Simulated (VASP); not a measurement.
Set up this calculation in VASP 6.6.1, as the native input.

```
Task                   : single point
Functional             : LDA
Potentials or basis    : VASP PAW LDA potentials, release 64 (Be, Pd)
Cutoff                 : 520 eV
k mesh                 : 8 × 8 × 8
Occupations            : fermi-dirac, width 0.2 eV
Spin                   : no spin polarisation
Dipole correction      : no
Further INCAR settings : ALGO = Normal; EDIFF = 1e-06; NBANDS = 13
```

The structure of BePd lies in POSCAR:

```
BePd
1.0
    2.7749818260      0.0000000000      0.0000000000
    0.0000000000      2.7749818260      0.0000000000
    0.0000000000      0.0000000000      2.7749818260
Be Pd
1 1
Direct
    0.0000000000      0.0000000000      0.0000000000
    0.5000000000      0.5000000000      0.5000000000
```

One way to write it, as run:

INCAR

```
PREC = Accurate ; ENCUT = 520
EDIFF = 1E-6 ; ISMEAR = -1
SIGMA = 0.2 ; LREAL = False
LASPH = True ; NELM = 80
ALGO = Normal ; ISIF = 2
LWAVE = False ; LCHARG = True
GGA = CA ; LELF = True
LVHAR = True ; NBANDS = 13
```

KPOINTS

```
regular mesh
0
Gamma
  8 8 8
```

Potentials or basis: VASP PAW LDA potentials, release 64 (Be, Pd).

Command:

```bash
$ cat potpaw_LDA.64/Be/POTCAR potpaw_LDA.64/Pd/POTCAR > POTCAR
$ mpirun -np 1 vasp_std > vasp.out
```

It gave:

```
Pressure               : 0.4 GPa
Band gap on the k mesh : zero (band 6 reaches 15.28 eV, above the bottom of band 7 at 9.01 eV)
```

Wall time 14 s on 1 thread of Intel Xeon 8259CL, on a shared host, peak memory 0.13 GiB.
